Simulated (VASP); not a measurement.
A run of VASP 6.6.1:

File INCAR:

```
SYSTEM = GaAs
ALGO = Normal ; EDIFF = 1E-6
ENCUT = 520 ; GGA = PE
ISIF = 2 ; ISMEAR = 0
LASPH = .True. ; LCHARG = .True.
LELF = .True. ; LREAL = .False.
LVHAR = .True. ; LWAVE = .False.
NBANDS = 16 ; NELM = 100
PREC = Accurate ; SIGMA = 0.05
```

The input KPOINTS:

```
k-points
0
Gamma
  8 8 8
  0 0 0
```

Contents of POSCAR:

```
GaAs
1.0
    0.0000000000      2.8268500000      2.8268500000
    2.8268500000      0.0000000000      2.8268500000
    2.8268500000      2.8268500000      0.0000000000
As Ga
1 1
Direct
    0.7500000000      0.7500000000      0.7500000000
    0.0000000000      0.0000000000      0.0000000000
```

Potentials or basis: VASP PAW PBE potentials, release 64 (As, Ga_d).

Run with:

```console
$ cat potpaw_PBE.64/As/POTCAR potpaw_PBE.64/Ga_d/POTCAR > POTCAR
$ mpirun -np 1 vasp_std > vasp.out
```

Hardware: 1 thread of Intel Xeon 8259CL (shared host).

Task: Estimate the wall time of this run.

Result: It took 43 s on 1 thread of Intel Xeon 8259CL (shared host), peak memory 0.18 GiB. Counts: scf iterations 12, k points 29.
